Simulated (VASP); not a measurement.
# As2Se (I4_1/amd) in VASP: a series of runs

As2Se is run at these levels: PBEsol, r2SCAN; tasks: single point.

Program: VASP 6.6.1. These are calculated values, not measurements. Logs are shortened: lines on timing, memory, paths and dates and some standing lists are left out, and cuts for length are marked.

**1. The cell of the first run**

The structure is tetragonal, space group I4_1/amd (No. 141). Conventional cell: a = 7.059 Å, b = 7.059 Å, c = 5.307 Å, α = 90.00°, β = 90.00°, γ = 90.00°. Within 3.5 Å of As (site symmetry 2/m) lie 2 Se at 2.66 Å and 4 As at 2.83 Å. Within 3.5 Å of Se (site symmetry -4m2) lie 4 As at 2.66 Å.

**2. Single point, PBEsol**

Contents of INCAR:

```
  PREC = Accurate
  ENCUT = 520
  EDIFF = 1E-6
  ISMEAR = 0
  SIGMA = 0.1
  LREAL = F
  LASPH = T
  NELM = 80
  ALGO = Normal
  ISIF = 2
  LWAVE = F
  LCHARG = T
  GGA = PS
  LELF = T
  LVHAR = T
  NBANDS = 25
```

Contents of KPOINTS:

```
regular mesh
0
Gamma
  12 12 12
```

Contents of POSCAR:

```
As2Se
1.0
   -3.5294180000      3.5294180000      2.6535710000
    3.5294180000     -3.5294180000      2.6535710000
    3.5294180000      3.5294180000     -2.6535710000
As Se
4 2
Direct
    0.8750000000      0.1250000000      0.7500000000
    0.3750000000      0.1250000000      0.2500000000
    0.8750000000      0.6250000000      0.7500000000
    0.8750000000      0.1250000000      0.2500000000
    0.5000000000      0.5000000000      0.0000000000
    0.2500000000      0.7500000000      0.5000000000
```

Potentials or basis: VASP PAW PBE potentials, release 64 (As, Se).

The run is started by

```bash
> cat potpaw_PBE.64/As/POTCAR potpaw_PBE.64/Se/POTCAR > POTCAR
> mpirun -np 1 vasp_std > vasp.out
```

OUTCAR:

```text
PREC = Accurate
   ENCUT = 520
   EDIFF = 1E-6
   ISMEAR = 0
   LREAL = F
   LASPH = T
   NELM = 80
   ISIF = 2
   GGA = PS

 ion  position               nearest neighbor table
   1  0.875  0.125  0.750-   5 2.66   6 2.66   4 2.83   4 2.83   3 2.83   3 2.83
   2  0.375  0.125  0.250-   5 2.66   6 2.66   3 2.83   4 2.83   4 2.83   3 2.83
   3  0.875  0.625  0.750-   5 2.66   6 2.66   1 2.83   2 2.83   1 2.83   2 2.83
   4  0.875  0.125  0.250-   6 2.66   5 2.66   2 2.83   1 2.83   1 2.83   2 2.83
   5  0.500  0.500  0.000-   4 2.66   2 2.66   3 2.66   1 2.66
   6  0.250  0.750  0.500-   1 2.66   2 2.66   3 2.66   4 2.66

  LATTYP: Found a body centered tetragonal cell.
 ALAT       =     7.0588360000
 C/A-ratio  =     0.7518437884

  Lattice vectors:

 A1 = (  -3.5294180000,   3.5294180000,   2.6535710000)
 A2 = (   3.5294180000,  -3.5294180000,   2.6535710000)
 A3 = (   3.5294180000,   3.5294180000,  -2.6535710000)

Analysis of symmetry for initial positions (statically):
=====================================================================
 Subroutine PRICEL returns:
 Original cell was already a primitive cell.

 Routine SETGRP: Setting up the symmetry group for a
 body centered tetragonal supercell.

 Subroutine GETGRP returns: Found 16 space group operations
 (whereof  8 operations were pure point group operations)
 out of a pool of 16 trial point group operations.

The static configuration has the point symmetry D_2d.
 The point group associated with its full space group is D_4h.

Analysis of symmetry for dynamics (positions and initial velocities):
=====================================================================
 Subroutine PRICEL returns:
 Original cell was already a primitive cell.

 Routine SETGRP: Setting up the symmetry group for a
 body centered tetragonal supercell.

 Subroutine GETGRP returns: Found 16 space group operations
 (whereof  8 operations were pure point group operations)
 out of a pool of 16 trial point group operations.

The dynamic configuration has the point symmetry D_2d.
 The point group associated with its full space group is D_4h.

 Subroutine INISYM returns: Found 16 space group operations
 (whereof  8 operations are pure point group operations),
 and found     1 'primitive' translations

----------------------------------------------------------------------------------------

                                     Primitive cell

  volume of cell :     132.2199

  direct lattice vectors                    reciprocal lattice vectors
    -3.529418000  3.529418000  2.653571000     0.000000000  0.141666416  0.188425333
     3.529418000 -3.529418000  2.653571000     0.141666416  0.000000000  0.188425333
     3.529418000  3.529418000 -2.653571000     0.141666416  0.141666416  0.000000000

  length of vectors
     5.652877311  5.652877311  5.652877311     0.235740280  0.235740280  0.200346567

  position of ions in fractional coordinates (direct lattice)
     0.875000000  0.125000000  0.750000000
     0.375000000  0.125000000  0.250000000
     0.875000000  0.625000000  0.750000000
     0.875000000  0.125000000  0.250000000
     0.500000000  0.500000000  0.000000000
     0.250000000  0.750000000  0.500000000

  ion indices of the primitive-cell ions
   primitive index   ion index
                 1           1
                 2           2
                 3           3
                 4           4
                 5           5
                 6           6

----------------------------------------------------------------------------------------

 KPOINTS: regular mesh

Automatic generation of k-mesh.
 Grid dimensions read from file:
 generate k-points for:   12   12   12

 Generating k-lattice:

  Cartesian coordinates                     Fractional coordinates (reciprocal lattice)
     0.000000000  0.011805535  0.015702111     0.083333333 -0.000000000  0.000000000
     0.011805535  0.000000000  0.015702111    -0.000000000  0.083333333  0.000000000
     0.011805535  0.011805535  0.000000000     0.000000000  0.000000000  0.083333333

  Length of vectors
     0.019645023  0.019645023  0.016695547

  Shift w.r.t. Gamma in fractional coordinates (k-lattice)
     0.000000000  0.000000000  0.000000000

 Subroutine IBZKPT returns following result:
 ===========================================

 Found    163 irreducible k-points:

 Following reciprocal coordinates:
            Coordinates               Weight
  0.000000  0.000000  0.000000      1.000000
  0.083333 -0.000000  0.000000      8.000000
  0.166667 -0.000000  0.000000      8.000000
  0.250000 -0.000000  0.000000      8.000000
  0.333333 -0.000000  0.000000      8.000000
  0.416667 -0.000000  0.000000      8.000000
[... 16 lines left out ...]
  0.500000  0.166667  0.000000     16.000000
 -0.416667  0.166667  0.000000     16.000000
 [... further k-points ...]
   k-points           NKPTS =    163   k-points in BZ     NKDIM =    163   number of bands    NBANDS=     25
   number of dos      NEDOS =    301   number of ions     NIONS =      6
   total plane-waves  NPLWV =  74088
   dimension x,y,z NGX =    42 NGY =   42 NGZ =   42
   dimension x,y,z NGXF=    84 NGYF=   84 NGZF=   84
   ions per type =               4   2
   NGX,Y,Z   is equivalent  to a cutoff of  12.35, 12.35, 12.35 a.u.
   NGXF,Y,Z  is equivalent  to a cutoff of  24.70, 24.70, 24.70 a.u.
 SYSTEM =  unknown system
   PREC   = accura    normal or accurate (medium, high low for compatibility)
   ISTART =      0    job   : 0-new  1-cont  2-samecut
   ICHARG =      2    charge: 1-file 2-atom 10-const
   ISPIN  =      1    spin polarized calculation?
   LNONCOLLINEAR =      F non collinear calculations
   LSORBIT =      F    spin-orbit coupling
   LASPH  =      T    aspherical Exc in radial PAW
   ENCUT  =  520.0 eV  38.22 Ry    6.18 a.u.  10.51 10.51 10.51*2*pi/ulx,y,z
   NELM   =     80;   NELMIN=  2; NELMDL= -5     # of ELM steps
   EDIFF  = 0.1E-05   stopping-criterion for ELM
   LREAL  =      F    real-space projection
   EDIFFG = 0.1E-04   stopping-criterion for IOM
   NSW    =      0    number of steps for IOM
   IBRION =     -1    ionic relax: 0-MD 1-quasi-New 2-CG
   NFREE  =      0    steps in history (QN), initial steepest desc. (CG)
   ISIF   =      2    stress and relaxation
   ISYM   =      2    0-nonsym 1-usesym 2-fastsym
   POTIM  = 0.5000    time-step for ionic-motion
   TEBEG  =    0.0;   TEEND  =   0.0 temperature during run
   PSTRESS=    0.0 pullay stress
   NELECT =      32.0000    total number of electrons
   NUPDOWN=      -1.0000    fix difference up-down
   EMIN   =  10.00;   EMAX   =-10.00  energy-range for DOS
   EFERMI =   0.00;   METHOD = LEGACY
   ISMEAR =     0;   SIGMA  =   0.10  broadening in eV -4-tet -1-fermi 0-gaus
   EFERMI_NEDOS =   21; number of points for ismear=-14 and -15
   IALGO  =     38    algorithm
   IMIX   =      4    mixing-type and parameters
     AMIX     =   0.40;   BMIX     =  1.00
     AMIX_MAG =   1.60;   BMIX_MAG =  1.00
  volume/ion in A,a.u.               =      22.04       148.71
  Fermi-wavevector in a.u.,A,eV,Ry     =   1.020217  1.927930 14.161523  1.040843
  Thomas-Fermi vector in A             =   2.153774
   LORBIT       =      0    0 simple, 1 ext, 2 COOP (PROOUT), +10 PAW based schemes
   GGA     = PS    functional components
   LHFCALC =     F    Hartree Fock is set to
   AEXX    =    0.0000 exact exchange contribution
   IVDW    =     0    specifies the selected vdW correction
   LEPSILON=     F    determine dielectric tensor
   LRPA    =     F    only Hartree local field effects (RPA)
 non-spin polarized calculation
 Gauss-broadening in eV      SIGMA  =   0.10
  energy-cutoff  :      520.00
  volume of cell :      132.22
 maximum number of plane-waves:      3605
   NGX = 21   NGY = 21   NGZ = 21

 number of electron      31.9999999 magnetization

 Free energy of the ion-electron system (eV)
  ---------------------------------------------------
  ext. energy  EPLUGINS =         0.00000000
  ---------------------------------------------------
  free energy    TOTEN  =       -27.83042011 eV

  energy without entropy =      -27.82108216  energy(sigma->0) =      -27.82575113

 E-fermi :   4.6579     XC(G=0): -10.0825

 val. band max:        4.6576121533   @ k =  -0.3333  -0.3333   0.1667
 cond. band min:       4.6623217977   @ k =  -0.3333   0.5000   0.1667
 fundamental gap:      0.0047096444
 Fermi energy:         4.6578567133

 k-point     1 :       0.0000    0.0000    0.0000
  band No.  band energies     occupation
      1     -10.4298      2.00000
      2      -8.2704      2.00000
      3      -5.7667      2.00000
      4      -5.7406      2.00000
      5      -5.7406      2.00000
      6      -4.0736      2.00000
[... 17 lines left out ...]
     24      10.0880      0.00000
     25      10.7143      0.00000

 k-point     2 :       0.0833   -0.0000    0.0000
  band No.  band energies     occupation
      1     -10.3830      2.00000
      2      -8.2996      2.00000
      3      -5.9036      2.00000
      4      -5.7562      2.00000
      5      -5.7278      2.00000
      6      -4.1339      2.00000
[... 17 lines left out ...]
     24       9.9224      0.00000
     25      10.9128      0.00000

 k-point     3 :       0.1667   -0.0000    0.0000
  band No.  band energies     occupation
      1     -10.2440      2.00000
      2      -8.3741      2.00000
      3      -6.2752      2.00000
      4      -5.7976      2.00000
      5      -5.7384      2.00000
      6      -4.1827      2.00000
[... 17 lines left out ...]
     24       9.6177      0.00000
     25      10.8042      0.00000

 k-point     4 :       0.2500   -0.0000    0.0000
  band No.  band energies     occupation
      1     -10.0170      2.00000
      2      -8.4688      2.00000
      3      -6.7795      2.00000
      4      -5.8515      2.00000
      5      -5.8512      2.00000
      6      -4.0466      2.00000
[... 17 lines left out ...]
     24       9.4528      0.00000
     25      10.2331      0.00000

 k-point     5 :       0.3333   -0.0000    0.0000
  band No.  band energies     occupation
      1      -9.7120      2.00000
      2      -8.5704      2.00000
      3      -7.3144      2.00000
      4      -6.0165      2.00000
      5      -5.9029      2.00000
      6      -3.7621      2.00000
[... 17 lines left out ...]
     24       9.6153      0.00000
     25      10.1235      0.00000

 k-point     6 :       0.4167   -0.0000    0.0000
  band No.  band energies     occupation
      1      -9.3546      2.00000
      2      -8.7022      2.00000
      3      -7.7625      2.00000
      4      -6.1464      2.00000
      5      -5.9390      2.00000
      6      -3.4826      2.00000
[... 17 lines left out ...]
     24       9.6750      0.00000
     25      10.3040      0.00000
[... 393 lines left out ...]
 k-point    21 :       0.3333    0.1667    0.0000
  band No.  band energies     occupation
      1      -9.1387      2.00000
      2      -8.7932      2.00000
      3      -7.9011      2.00000
      4      -6.6355      2.00000
      5      -5.4301      2.00000
      6      -3.6312      2.00000
[... 17 lines left out ...]
     24       9.5487      0.00000
     25      10.3233      0.00000

 k-point    22 :       0.4167    0.1667    0.0000
  band No.  band energies     occupation
      1      -9.1004      2.00000
      2      -8.8140      2.00000
      3      -7.9482      2.00000
      4      -6.6414      2.00000
      5      -5.4202      2.00000
      6      -3.5625      2.00000
[... 17 lines left out ...]
     24       9.5395      0.00000
     25      10.3159      0.00000

 k-point    23 :       0.5000    0.1667    0.0000
  band No.  band energies     occupation
      1      -9.4226      2.00000
      2      -8.7271      2.00000
      3      -7.5977      2.00000
      4      -6.5464      2.00000
      5      -5.4081      2.00000
      6      -3.6956      2.00000
[... 17 lines left out ...]
     24       9.5659      0.00000
     25      10.4008      0.00000

 k-point    24 :      -0.4167    0.1667    0.0000
  band No.  band energies     occupation
      1      -9.7472      2.00000
      2      -8.6790      2.00000
      3      -7.0670      2.00000
      4      -6.3768      2.00000
      5      -5.4001      2.00000
      6      -3.9650      2.00000
[... 17 lines left out ...]
     24       9.7695      0.00000
     25      10.3049      0.00000

 [... further k-points ...]
[... 5 lines left out ...]
  --------------------------------------------------------------------------------------
  -------------------------------------------------------------------------------------
  Total       -2.4934831     -2.4934831     -3.0012955      0.0000000     -0.0000000      0.0000000
  in kB      -30.2148276    -30.2148276    -36.3682532      0.0000000     -0.0000000      0.0000000
  external PRESSURE =     -32.2659695 kB  Pullay stress =       0.0000000 kB

 VOLUME and BASIS-vectors are now :
 -----------------------------------------------------------------------------
  energy-cutoff  :      520.00
  volume of cell :      132.22
      direct lattice vectors                 reciprocal lattice vectors
    -3.529418000  3.529418000  2.653571000     0.000000000  0.141666416  0.188425333
     3.529418000 -3.529418000  2.653571000     0.141666416  0.000000000  0.188425333
     3.529418000  3.529418000 -2.653571000     0.141666416  0.141666416  0.000000000

 POSITION                                       TOTAL-FORCE (eV/Angst)
 -----------------------------------------------------------------------------------
      0.00000      5.29413      0.66339         0.000000     -0.000000      0.000000
     -0.00000      1.76471      0.66339         0.000000     -0.000000      0.000000
      1.76471      3.52942      1.99018         0.000000     -0.000000      0.000000
     -1.76471      3.52942      1.99018         0.000000     -0.000000      0.000000
      0.00000      0.00000      2.65357        -0.000000     -0.000000      0.000000
      3.52942     -0.00000      1.32679         0.000000      0.000000     -0.000000
 -----------------------------------------------------------------------------------
    total drift:                               -0.000000      0.000000     -0.000000

  FREE ENERGIE OF THE ION-ELECTRON SYSTEM (eV)
  ---------------------------------------------------
  free  energy   TOTEN  =       -27.8304201081 eV

  energy  without entropy=      -27.8210821568  energy(sigma->0) =      -27.82575113
```

It took 5 min on 1 thread of Intel Xeon 6975P-C (Granite Rapids), shared host; peak memory 0.57 GiB.

Results:

```yaml
Free_energy: -27.8304 eV
Pressure: -3.2 GPa
Band_gap_on_the_k_mesh: zero (band 16 reaches 4.95 eV, above the bottom of band 17 at 4.33 eV)
```

Stress tensor (GPa, compression positive):
```
-3.02  0.00  0.00
 0.00 -3.02  0.00
 0.00  0.00 -3.64
```

Levels at points of the mesh, in eV from the Fermi level:
```csv
k point,band 14,band 15,band 16,band 17,band 18,band 19
"(0.00, 0.00, 0.00)",-2.70,-2.70,-1.08,2.28,2.99,2.99
"(0.50, 0.00, 0.00)",-1.43,-0.49,-0.05,0.16,0.43,1.44
"(0.50, 0.50, 0.00)",-1.36,-1.18,-1.18,-0.08,-0.08,1.81
"(0.50, 0.50, 0.50)",-0.69,-0.33,-0.33,0.25,0.25,0.43
```

Caveat: the PAW data sets were made with another functional, which shifts forces and pressure a little.

**3. Single point, r2SCAN**

POSCAR is that of step 2.

Contents of INCAR.step1:

```
ALGO = Normal ; EDIFF = 1E-4
ENCUT = 520 ; GGA = PE
ISMEAR = 0 ; LASPH = T
LCHARG = F ; LREAL = F
LWAVE = T ; NBANDS = 25
NELM = 100 ; PREC = Accurate
SIGMA = 0.1
```

Contents of INCAR.step2:

```
ALGO = Normal ; EDIFF = 1E-6
ENCUT = 520 ; ISIF = 2
ISMEAR = 0 ; ISTART = 1
LASPH = T ; LCHARG = T
LELF = T ; LMIXTAU = T
LREAL = F ; LVHAR = T
LWAVE = F ; METAGGA = R2SCAN
NBANDS = 25 ; NELM = 100
PREC = Accurate ; SIGMA = 0.1
```

Contents of KPOINTS:

```
k-points
0
Gamma
  8 8 8
```

Potentials or basis: VASP PAW PBE potentials, release 64 (As, Se).

The run is started by

```bash
> cat potpaw_PBE.64/As/POTCAR potpaw_PBE.64/Se/POTCAR > POTCAR
> cp INCAR.step1 INCAR
> mpirun -np 1 vasp_std > vasp.out
> cp INCAR.step2 INCAR
> mpirun -np 1 vasp_std > vasp.out
```

Run time: 8 min. Hardware: 1 thread of Intel Xeon 6975P-C, shared host; peak memory 0.39 GiB.

The run converged. Its results:

| Quantity | Value |
| --- | --- |
| Free energy | -86.7089 eV |
| Pressure | -1.7 GPa |
| Band gap on the k mesh | zero (band 16 reaches 4.88 eV, above the bottom of band 17 at 4.43 eV) |

Stress tensor (GPa, compression positive):
```
-1.32  0.00  0.00
 0.00 -1.32  0.00
 0.00  0.00 -2.54
```

Levels at points of the mesh, in eV from the Fermi level:
```csv
k point,band 12,band 13,band 14,band 15,band 16,band 17,band 18,band 19,band 20,band 21
"(0.00, 0.00, 0.00)",-3.11,-3.11,-2.78,-2.78,-1.02,2.48,3.09,3.09,3.94,4.12
"(0.50, 0.00, 0.00)",-2.64,-1.84,-1.59,-0.58,-0.05,0.20,0.56,1.59,2.69,3.17
"(0.50, 0.50, 0.00)",-2.43,-1.49,-1.49,-1.20,-1.20,-0.02,-0.02,2.02,2.02,3.97
"(0.50, 0.50, 0.50)",-2.51,-0.79,-0.79,-0.41,-0.41,0.40,0.40,0.40,0.40,2.69
```

Caveat: the PAW data sets were made with another functional, which shifts forces and pressure a little.

[end of part 1 of 2]
